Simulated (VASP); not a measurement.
# Ti: single point with r2SCAN

The system is Ti.

```
Ti
1.0
    -1.70719    1.70719    1.58525
     1.70719   -1.70719    1.58525
     1.70719    1.70719   -1.58525
Ti
1
Direct
  0.00000 0.00000 0.00000
```

This cell differs from its parent crystal: strain +0.050 along x and y, -0.025 along z.

```yaml
Program: VASP 6.6.1
Task: single point
Functional: r2SCAN
Potentials_or_basis: VASP PAW PBE potentials, release 64 (Ti_sv)
Cutoff: 520 eV
k_mesh: 26 × 26 × 26
Occupations: gaussian, width 0.15 eV
Spin: no spin polarisation
```

```yaml
Pressure: -6.7 GPa
Band_gap_on_the_k_mesh: zero (bands 6 and 7 overlap by 1.68 eV)
```

Stress tensor (GPa, compression positive):
```
-5.96  0.00  0.00
 0.00 -5.96  0.00
 0.00  0.00 -8.19
```

Levels at points of the mesh, in eV from the Fermi level:
| k point | band 2 | band 3 | band 4 | band 5 | band 6 | band 7 | band 8 | band 9 | band 10 | band 11 |
| --- | --- | --- | --- | --- | --- | --- | --- | --- | --- | --- |
| (0.00, 0.00, 0.00) | -33.94 | -33.93 | -33.93 | -6.22 | 0.70 | 1.28 | 1.28 | 2.34 | 3.00 | 17.18 |
| (0.50, 0.00, 0.00) | -34.50 | -34.12 | -33.96 | -2.42 | -0.49 | 0.97 | 2.73 | 3.27 | 4.12 | 8.68 |
| (0.50, 0.50, 0.00) | -34.50 | -34.09 | -33.92 | -2.47 | 0.17 | 0.45 | 2.27 | 2.89 | 4.09 | 8.11 |
| (0.50, 0.50, 0.50) | -34.35 | -34.35 | -34.27 | -2.13 | -1.99 | 3.78 | 3.78 | 3.86 | 7.51 | 7.51 |

Run time: 9.5 min on 1 thread of Intel(R) Xeon(R) Platinum 8488C (Sapphire Rapids) (shared host), peak memory 0.39 GiB.

Caveat: the cell differs from its parent crystal (strain +0.050 along x and y, -0.025 along z); the cell stands under tension; the PAW data sets were made with another functional, which shifts forces and pressure a little.
